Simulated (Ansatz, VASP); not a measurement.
# One calculation of Fe, two programs

The input INCAR:

```
PREC = Accurate ; ENCUT = 600
EDIFF = 1E-6 ; ISMEAR = -1
SIGMA = 0.1 ; LREAL = F
LASPH = T ; NELM = 100
ALGO = Normal ; ISIF = 3
LWAVE = F ; LCHARG = F
GGA = CA ; IBRION = 2
NSW = 80 ; EDIFFG = -0.01
```

File KPOINTS:

```
regular mesh
0
Gamma
  15 15 15
```

File POSCAR:

```
Fe
1.0
   -1.4332500000      1.4332500000      1.4332500000
    1.4332500000     -1.4332500000      1.4332500000
    1.4332500000      1.4332500000     -1.4332500000
Fe
1
Direct
    0.0000000000      0.0000000000      0.0000000000
```

Input for Ansatz:

```yaml
crystal:
  lattice:
    - [-1.43325, 1.43325, 1.43325]
    - [1.43325, -1.43325, 1.43325]
    - [1.43325, 1.43325, -1.43325]
  atoms:
    - { symbol: Fe, position: [0.0, 0.0, 0.0] }
hamiltonian:
  xc: lda
  pseudopotentials:
    kind: paw
    azcp:
      Fe: "pseudopotentials/Fe.paw.azcp"
basis:
  ecutwfc: 420
  fft_grid_basis: typed
kpoints:
  mp_grid: { grid: [15, 15, 15], shift: [0, 0, 0] }
magnetization:
  spin_polarized: false
scf:
  occupations: { method: fermi_dirac, width: 0.1 }
relax:
  max_steps: 60
  f_tol: 0.01
  cell: {}
```

Alike in both runs: task relaxation of cell and atoms; functional LDA; k mesh 15 × 15 × 15; occupations fermi-dirac, width 0.1 eV; no spin polarisation.

|  | VASP | Ansatz |
| --- | --- | --- |
| version | VASP 6.6.1 | Ansatz 0.2.0 |
| potentials or method | VASP PAW LDA potentials, release 64 (Fe), cutoff 600 eV | plane waves (420 eV) with PAW, scalar-relativistic |
| valence electrons in the cell | 8 | 16 |

```tsv
	VASP	Ansatz	Ansatz less VASP
relaxed volume (Å³/atom)	9.82	9.84	+0.015
relaxed cell length with the largest relative difference (Å)	2.337	2.338	+0.0012
```

Ansatz warns that its potentials were made for another functional, while VASP's fit it. LDA's correlation is that of Perdew and Zunger in VASP and of Perdew and Wang (1992) in Ansatz. VASP's potentials hold 8 valence electrons a cell and Ansatz's 16, so a difference there can come from the potentials and not from the codes.

Noted on VASP's run: the volume moved by over 15 % at a fixed basis, so the end points are rough.
